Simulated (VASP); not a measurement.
# Br (Pm-3m) in VASP: a series of runs, part 2 of 2

VASP 6.6.1. The steps go on from the part before.

## (3) Single point, PBE

This run uses another cell than the first one, of 29.72 Å³/atom.

The input, INCAR:

```
PREC = Accurate
ENCUT = 520
EDIFF = 1E-6
ISMEAR = 0
SIGMA = 0.02
LREAL = False
LASPH = True
NELM = 60
ALGO = Normal
ISIF = 2
LWAVE = False
LCHARG = False
GGA = PE
NBANDS = 10
```

The input, KPOINTS:

```
regular mesh
0
Gamma
  14 14 14
```

The input, POSCAR:

```
Br
1.0
    3.0974407540      0.0000000000      0.0000000000
    0.0000000000      3.0974407540      0.0000000000
    0.0000000000      0.0000000000      3.0974407540
Br
1
Direct
    0.0000000000      0.0000000000      0.0000000000
```

Potentials or basis: VASP PAW PBE potentials, release 64 (Br).

Command:

```bash
$ cat potpaw_PBE.64/Br/POTCAR > POTCAR
$ mpirun -np 1 vasp_std > vasp.out
```

OUTCAR:

```text
PREC = Accurate
   ENCUT = 520
   EDIFF = 1E-6
   ISMEAR = 0
   LREAL = False
   LASPH = True
   NELM = 60
   ISIF = 2
   GGA = PE

 ion  position               nearest neighbor table
   1  0.000  0.000  0.000-

  LATTYP: Found a simple cubic cell.
 ALAT       =     3.0974407540

  Lattice vectors:

 A1 = (   3.0974407540,   0.0000000000,   0.0000000000)
 A2 = (   0.0000000000,   3.0974407540,   0.0000000000)
 A3 = (   0.0000000000,   0.0000000000,   3.0974407540)

Analysis of symmetry for initial positions (statically):
=====================================================================
 Subroutine PRICEL returns:
 Original cell was already a primitive cell.

 Routine SETGRP: Setting up the symmetry group for a
 simple cubic supercell.

 Subroutine GETGRP returns: Found 48 space group operations
 (whereof 48 operations were pure point group operations)
 out of a pool of 48 trial point group operations.

The static configuration has the point symmetry O_h .

Analysis of symmetry for dynamics (positions and initial velocities):
=====================================================================
 Subroutine PRICEL returns:
 Original cell was already a primitive cell.

 Routine SETGRP: Setting up the symmetry group for a
 simple cubic supercell.

 Subroutine GETGRP returns: Found 48 space group operations
 (whereof 48 operations were pure point group operations)
 out of a pool of 48 trial point group operations.

The dynamic configuration has the point symmetry O_h .

 Subroutine INISYM returns: Found 48 space group operations
 (whereof 48 operations are pure point group operations),
 and found     1 'primitive' translations

----------------------------------------------------------------------------------------

                                     Primitive cell

  volume of cell :      29.7173

  direct lattice vectors                    reciprocal lattice vectors
     3.097440754  0.000000000  0.000000000     0.322847176  0.000000000  0.000000000
     0.000000000  3.097440754  0.000000000     0.000000000  0.322847176  0.000000000
     0.000000000  0.000000000  3.097440754     0.000000000  0.000000000  0.322847176

  length of vectors
     3.097440754  3.097440754  3.097440754     0.322847176  0.322847176  0.322847176

  position of ions in fractional coordinates (direct lattice)
     0.000000000  0.000000000  0.000000000

  ion indices of the primitive-cell ions
   primitive index   ion index
                 1           1

----------------------------------------------------------------------------------------

 KPOINTS: regular mesh

Automatic generation of k-mesh.
 Grid dimensions read from file:
 generate k-points for:   14   14   14

 Generating k-lattice:

  Cartesian coordinates                     Fractional coordinates (reciprocal lattice)
     0.023060513  0.000000000  0.000000000     0.071428571  0.000000000  0.000000000
     0.000000000  0.023060513  0.000000000     0.000000000  0.071428571  0.000000000
     0.000000000  0.000000000  0.023060513     0.000000000  0.000000000  0.071428571

  Length of vectors
     0.023060513  0.023060513  0.023060513

  Shift w.r.t. Gamma in fractional coordinates (k-lattice)
     0.000000000  0.000000000  0.000000000

 Subroutine IBZKPT returns following result:
 ===========================================

 Found    120 irreducible k-points:

 Following reciprocal coordinates:
            Coordinates               Weight
  0.000000  0.000000  0.000000      1.000000
  0.071429  0.000000  0.000000      6.000000
  0.142857  0.000000  0.000000      6.000000
  0.214286  0.000000  0.000000      6.000000
  0.285714  0.000000  0.000000      6.000000
  0.357143  0.000000  0.000000      6.000000
[... 16 lines left out ...]
  0.285714  0.214286  0.000000     24.000000
  0.357143  0.214286  0.000000     24.000000
 [... further k-points ...]
   k-points           NKPTS =    120   k-points in BZ     NKDIM =    120   number of bands    NBANDS=     10
   number of dos      NEDOS =    301   number of ions     NIONS =      1
   total plane-waves  NPLWV =  13824
   dimension x,y,z NGX =    24 NGY =   24 NGZ =   24
   dimension x,y,z NGXF=    48 NGYF=   48 NGZF=   48
   ions per type =               1
   NGX,Y,Z   is equivalent  to a cutoff of  12.88, 12.88, 12.88 a.u.
   NGXF,Y,Z  is equivalent  to a cutoff of  25.76, 25.76, 25.76 a.u.
 SYSTEM =  unknown system
   PREC   = accura    normal or accurate (medium, high low for compatibility)
   ISTART =      0    job   : 0-new  1-cont  2-samecut
   ICHARG =      2    charge: 1-file 2-atom 10-const
   ISPIN  =      1    spin polarized calculation?
   LNONCOLLINEAR =      F non collinear calculations
   LSORBIT =      F    spin-orbit coupling
   LASPH  =      T    aspherical Exc in radial PAW
   ENCUT  =  520.0 eV  38.22 Ry    6.18 a.u.   5.76  5.76  5.76*2*pi/ulx,y,z
   NELM   =     60;   NELMIN=  2; NELMDL= -5     # of ELM steps
   EDIFF  = 0.1E-05   stopping-criterion for ELM
   LREAL  =      F    real-space projection
   EDIFFG = 0.1E-04   stopping-criterion for IOM
   NSW    =      0    number of steps for IOM
   IBRION =     -1    ionic relax: 0-MD 1-quasi-New 2-CG
   NFREE  =      0    steps in history (QN), initial steepest desc. (CG)
   ISIF   =      2    stress and relaxation
   ISYM   =      2    0-nonsym 1-usesym 2-fastsym
   POTIM  = 0.5000    time-step for ionic-motion
   TEBEG  =    0.0;   TEEND  =   0.0 temperature during run
   PSTRESS=    0.0 pullay stress
   NELECT =       7.0000    total number of electrons
   NUPDOWN=      -1.0000    fix difference up-down
   EMIN   =  10.00;   EMAX   =-10.00  energy-range for DOS
   EFERMI =   0.00;   METHOD = LEGACY
   ISMEAR =     0;   SIGMA  =   0.02  broadening in eV -4-tet -1-fermi 0-gaus
   EFERMI_NEDOS =   21; number of points for ismear=-14 and -15
   IALGO  =     38    algorithm
   IMIX   =      4    mixing-type and parameters
     AMIX     =   0.40;   BMIX     =  1.00
     AMIX_MAG =   1.60;   BMIX_MAG =  1.00
  volume/ion in A,a.u.               =      29.72       200.54
  Fermi-wavevector in a.u.,A,eV,Ry     =   1.011047  1.910601 13.908082  1.022215
  Thomas-Fermi vector in A             =   2.144073
   LORBIT       =      0    0 simple, 1 ext, 2 COOP (PROOUT), +10 PAW based schemes
   GGA     = PE    functional components
   LHFCALC =     F    Hartree Fock is set to
   AEXX    =    0.0000 exact exchange contribution
   IVDW    =     0    specifies the selected vdW correction
   LEPSILON=     F    determine dielectric tensor
   LRPA    =     F    only Hartree local field effects (RPA)
 non-spin polarized calculation
 Gauss-broadening in eV      SIGMA  =   0.02
  energy-cutoff  :      520.00
  volume of cell :       29.72
 maximum number of plane-waves:       840
 NGX is ok and might be reduce to    24
   NGX = 11   NGY = 11   NGZ = 11

 number of electron       7.0000002 magnetization

 Free energy of the ion-electron system (eV)
  ---------------------------------------------------
  ext. energy  EPLUGINS =         0.00000000
  ---------------------------------------------------
  free energy    TOTEN  =        -1.20571484 eV

  energy without entropy =       -1.20531421  energy(sigma->0) =       -1.20551452

 E-fermi :   1.0926     XC(G=0):  -8.5722

 val. band max:        1.0867080280   @ k =   0.1429   0.0714   0.0000
 cond. band min:       1.0947762816   @ k =   0.2857   0.1429   0.0714
 fundamental gap:      0.0080682536
 Fermi energy:         1.0925834496

 k-point     1 :       0.0000    0.0000    0.0000
  band No.  band energies     occupation
      1     -14.5270      2.00000
      2       0.9499      2.00000
      3       0.9499      2.00000
      4       0.9499      2.00000
      5       7.5416      0.00000
      6      10.0068      0.00000
      7      10.0068      0.00000
      8      20.7536      0.00000
      9      20.7536      0.00000
     10      20.7536      0.00000
[... 287 lines left out ...]
 k-point    24 :       0.3571    0.2143    0.0000
  band No.  band energies     occupation
      1     -13.5325      2.00000
      2      -2.7743      2.00000
      3      -0.6419      2.00000
      4       1.6639      0.00000
      5       9.7888      0.00000
      6      11.3192      0.00000
      7      14.3508      0.00000
      8      15.7324      0.00000
      9      16.0148      0.00000
     10      18.3414      0.00000

 [... further k-points ...]

------------------------ aborting loop because EDIFF is reached ----------------------------------------

  FORCE on cell =-STRESS in cart. coord.  units (eV):
  Direction    XX          YY          ZZ          XY          YZ          ZX
  --------------------------------------------------------------------------------------
  -------------------------------------------------------------------------------------
  Total        0.0033808      0.0033808      0.0033808     -0.0000000      0.0000000     -0.0000000
  in kB        0.1822711      0.1822711      0.1822711     -0.0000000      0.0000000     -0.0000000
  external PRESSURE =       0.1822711 kB  Pullay stress =       0.0000000 kB

 VOLUME and BASIS-vectors are now :
 -----------------------------------------------------------------------------
  energy-cutoff  :      520.00
  volume of cell :       29.72
      direct lattice vectors                 reciprocal lattice vectors
     3.097440754  0.000000000  0.000000000     0.322847176  0.000000000  0.000000000
     0.000000000  3.097440754  0.000000000     0.000000000  0.322847176  0.000000000
     0.000000000  0.000000000  3.097440754     0.000000000  0.000000000  0.322847176

 POSITION                                       TOTAL-FORCE (eV/Angst)
 -----------------------------------------------------------------------------------
      0.00000      0.00000      0.00000         0.000000      0.000000      0.000000
 -----------------------------------------------------------------------------------
    total drift:                               -0.000000      0.000000      0.000000

  FREE ENERGIE OF THE ION-ELECTRON SYSTEM (eV)
  ---------------------------------------------------
  free  energy   TOTEN  =        -1.2057148369 eV

  energy  without entropy=       -1.2053142130  energy(sigma->0) =       -1.20551452
```

OSZICAR:

```text
N       E                     dE             d eps       ncg     rms          rms(c)
DAV:   1     0.202753762567E+02    0.20275E+02   -0.28163E+03  2400   0.528E+02
DAV:   2    -0.370347675808E+00   -0.20646E+02   -0.20133E+02  3120   0.934E+01
DAV:   3    -0.120069817046E+01   -0.83035E+00   -0.81900E+00  2898   0.178E+01
DAV:   4    -0.120334136166E+01   -0.26432E-02   -0.26430E-02  2894   0.121E+00
DAV:   5    -0.120334981476E+01   -0.84531E-05   -0.84531E-05  2920   0.649E-02    0.465E+00
DAV:   6    -0.120454016450E+01   -0.11903E-02   -0.93186E-04  2732   0.185E-01    0.284E+00
DAV:   7    -0.120569964505E+01   -0.11595E-02   -0.17945E-03  2596   0.266E-01    0.448E-02
DAV:   8    -0.120570706300E+01   -0.74179E-05   -0.75872E-05  2720   0.448E-02    0.913E-03
DAV:   9    -0.120571274412E+01   -0.56811E-05   -0.50008E-06  2662   0.133E-02    0.433E-03
DAV:  10    -0.120571474420E+01   -0.20001E-05   -0.29260E-06  2600   0.951E-03    0.304E-03
DAV:  11    -0.120571483686E+01   -0.92662E-07   -0.20102E-07  2490   0.249E-03
   1 F= -.12057148E+01 E0= -.12055145E+01  d E =-.400624E-03
```

stdout:

```text
POSCAR found type information on POSCAR Br
 POSCAR found :  1 types and       1 ions
 scaLAPACK will be used
 LDA part: xc-table for (Slater+PW92), standard interpolation
 POSCAR, INCAR and KPOINTS ok, starting setup
 FFT: planning ... GRIDC
 FFT: planning ... GRID_SOFT
 FFT: planning ... GRID
 WAVECAR not read
 entering main loop
```

It took 21 s on 1 thread of Intel Xeon Platinum 8259CL at 2.50GHz (Skylake/Cascade Lake), shared host; peak memory 0.16 GiB.

Results:

```yaml
Free_energy: -1.2057 eV
Pressure: 0.0 GPa
Band_gap_on_the_k_mesh: zero (an odd number of electrons rules out a gap without spin polarisation)
```

Caveat: an odd number of electrons without spin polarisation forces a metal; a magnetic or distorted state may lie lower.
